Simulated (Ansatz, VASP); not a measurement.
# Hf in VASP and in Ansatz

```xyz
1
Lattice="0.0168 2.2424 2.2424 2.2424 0.0168 2.2424 2.2592 2.2592 0.0000" Properties=species:S:1:pos:R:3 pbc="T T T"
Hf    0.0000    0.0000    0.0000
```

Change from the starting cell: xy shear strain of +1.5 %.

Alike in both runs: task single point; functional PBE; k mesh 13 × 13 × 13; occupations fermi-dirac, width 0.05 eV; no spin polarisation.

|  | VASP | Ansatz |
| --- | --- | --- |
| version | VASP 6.6.1 | Ansatz 0.2.0 |
| potentials or method | VASP PAW PBE potentials, release 64 (Hf_pv), cutoff 520 eV | all-electron LAPW, scalar-relativistic |

Ansatz gave:

| Property | Result |
| --- | --- |
| pressure (GPa) | 0.0 |
| traceless stress, the component that is largest in VASP (GPa) | -1.05 |

Task: Which values does VASP return?

Result: Pressure (GPa): -0.4; traceless stress, the component that is largest in VASP (GPa): -1.05.

Ansatz ran all-electron here, and VASP with PAW potentials.

Spin-orbit coupling is off throughout.
